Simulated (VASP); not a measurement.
Set up this calculation in VASP 6.6.1, as the native input.

```
Task                   : single point
Functional             : PBE
Potentials or basis    : VASP PAW PBE potentials, release 64 (Mg, O)
Cutoff                 : 520 eV
k mesh                 : 10 × 10 × 10
Occupations            : gaussian, width 0.05 eV
Spin                   : no spin polarisation
Dipole correction      : no
Further INCAR settings : ALGO = Normal; EDIFF = 1e-06; NBANDS = 11
```

The structure of MgO lies in POSCAR:

```
MgO
1.0
    0.0000000000      2.0205767601      2.1800959780
    2.0205767601      0.0000000000      2.1800959780
    2.0205767601      2.0205767601      0.0000000000
Mg O
1 1
Direct
    0.0000000000      0.0000000000      0.0000000000
    0.5000000000      0.5000000000      0.5000000000
```

This cell differs from its parent crystal: strain -0.050 along x and y, +0.025 along z.

These files were run (other wordings do the same):

INCAR

```
SYSTEM = MgO
  PREC = Accurate
  ENCUT = 520
  EDIFF = 1E-6
  ISMEAR = 0
  SIGMA = 0.05
  LREAL = .FALSE.
  LASPH = .TRUE.
  NELM = 60
  ALGO = Normal
  ISIF = 2
  LWAVE = .FALSE.
  LCHARG = .FALSE.
  GGA = PE
  NBANDS = 11
```

KPOINTS

```
regular mesh
0
G
  10 10 10
  0 0 0
```

Potentials or basis: VASP PAW PBE potentials, release 64 (Mg, O).

Run with:

```sh
$ cat potpaw_PBE.64/Mg/POTCAR potpaw_PBE.64/O/POTCAR > POTCAR
$ mpirun -np 1 vasp_std > vasp.out
```

Results of the run:

| Item | Value |
| --- | --- |
| Pressure | 15.0 GPa |
| Band gap on the k mesh | 5.09 eV, direct |

Caveat: the cell differs from its parent crystal (strain -0.050 along x and y, +0.025 along z).

Run time: 7.7 s on 1 thread of Intel(R) Xeon(R) 6975P-C (Granite Rapids) (shared host), peak memory 0.15 GiB.
